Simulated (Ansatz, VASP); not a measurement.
# HfO2 in VASP and in Ansatz

The input POSCAR:

```
HfO2
1.0
    3.5409257385      0.0000000000      0.0000000000
    0.0000000000      3.5409257385      0.0000000000
    0.0000000000      0.0000000000      5.1502021628
Hf O
2 4
Direct
    0.5000000000      0.5000000000      0.5000000000
    0.0000000000      0.0000000000      0.0000000000
    0.0000000000      0.5000000000      0.7018179999
    0.5000000000      0.0000000000      0.7981820001
    0.5000000000      0.0000000000      0.2981820001
    0.0000000000      0.5000000000      0.2018179999
```

INCAR.step1

```
ALGO = Normal ; EDIFF = 1E-4
ENCUT = 520 ; GGA = PE
ISMEAR = 0 ; LASPH = T
LCHARG = F ; LREAL = F
LWAVE = T ; NBANDS = 31
NELM = 80 ; PREC = Accurate
SIGMA = 0.01
```

Contents of INCAR.step2:

```
ALGO = Normal ; EDIFF = 1E-6
ENCUT = 520 ; ISIF = 2
ISMEAR = 0 ; ISTART = 1
LASPH = T ; LCHARG = F
LMIXTAU = T ; LREAL = F
LWAVE = F ; METAGGA = R2SCAN
NBANDS = 31 ; NELM = 80
PREC = Accurate ; SIGMA = 0.01
```

KPOINTS

```
k-points
0
Gamma
  8 8 6
```

Input for Ansatz:

```yaml
crystal:
  lattice:
    - [3.5409257385, 0.0, 0.0]
    - [0.0, 3.5409257385, 0.0]
    - [0.0, 0.0, 5.1502021628]
  atoms:
    - { symbol: Hf, position: [0.5, 0.5, 0.5] }
    - { symbol: Hf, position: [0.0, 0.0, 0.0] }
    - { symbol: O, position: [0.0, 0.5, 0.7018179999] }
    - { symbol: O, position: [0.5, 0.0, 0.7981820001] }
    - { symbol: O, position: [0.5, 0.0, 0.2981820001] }
    - { symbol: O, position: [0.0, 0.5, 0.2018179999] }
kpoints:
  mp_grid: { grid: [8, 8, 6] }
  band_path:
    path:
      - [0.0, 0.0, 0.0]
      - [0.0, 0.5, 0.0]
      - [0.5, 0.5, 0.0]
      - [0.0, 0.0, 0.5]
      - [0.0, 0.5, 0.5]
      - [0.5, 0.5, 0.5]
    npoints: 1
hamiltonian:
  xc: r2scan
scf:
  occupations: { method: fixed }
  n_extra_bands: 5
output:
  forces: true
  stress: true
  eigenvalues: true
```

Change from the starting cell: hydrostatic strain -1.0%.

Alike in both runs: task single point; functional r2SCAN; k mesh 8 × 8 × 6; no spin polarisation.

|  | VASP | Ansatz |
| --- | --- | --- |
| version | VASP 6.6.1 | Ansatz 0.2.0 |
| potentials or method | VASP PAW PBE potentials, release 64 (Hf_pv, O) | plane waves, PAW |
| plane-wave cutoff (eV) | 520 | 500 |
| occupations | gaussian, width 0.01 eV | fixed |
| valence electrons in the cell | 44 | 76 |

|  | VASP | Ansatz | Ansatz less VASP |
| --- | --- | --- | --- |
| gap on the k mesh at the Fermi level (eV) | 5.25 | 5.23 | -0.022 |
| pressure (GPa) | 3.0 | 6.8 | +3.83 |
| traceless stress, the component that is largest in VASP (GPa) | -1.62 | -1.72 | -0.096 |
| rms of the force components (eV/Å) | 0.028 | 0.000 | -0.0284 |

VASP's potentials were made for PBE, not for r2SCAN. Atom by atom the forces differ by 0.028 eV/Å (rms over components). VASP's potentials hold 44 valence electrons a cell and Ansatz's 76, so a difference there can come from the potentials and not from the codes.

Spin-orbit coupling is off throughout.
